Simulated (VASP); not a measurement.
Input of a VASP 6.6.1 run:

INCAR

```
ALGO = Normal
EDIFF = 1E-6
ENCUT = 520
GGA = PE
ISIF = 2
ISMEAR = -1
LASPH = T
LCHARG = F
LREAL = F
LWAVE = F
NBANDS = 30
NELM = 80
PREC = Accurate
SIGMA = 0.1
```

Contents of KPOINTS:

```
k-points
0
Gamma
  3 3 3
```

POSCAR

```
CsPbCl3
1.0
    5.6399268900      0.0000000000      0.0000000000
    0.0000000000      5.6399268900      0.0000000000
    0.0000000000      0.0000000000      5.6399268900
Pb Cl Cs
1 3 1
Direct
    0.4991328886      0.5020180324      0.5116284406
    0.0147535600      0.5079585349      0.4928406084
    0.4943246702     -0.0038316100      0.5149038377
    0.4797945173      0.5066420285     -0.0246228369
    0.0043197368     -0.0060186950     -0.0136269497
```

Potentials or basis: VASP PAW PBE potentials, release 64 (Pb_d, Cl, Cs_sv).

Command:

```sh
$ cat potpaw_PBE.64/Pb_d/POTCAR potpaw_PBE.64/Cl/POTCAR potpaw_PBE.64/Cs_sv/POTCAR > POTCAR
$ mpirun -np 1 vasp_std > vasp.out
```

(1) Estimate the largest force.

(2) What does it give for the band gap on the k mesh?

Results:

(1) 0.682 eV/Å.

(2) 4.16 eV.

Caveat: spin-orbit coupling is left out, which moves the levels of the heavy elements.
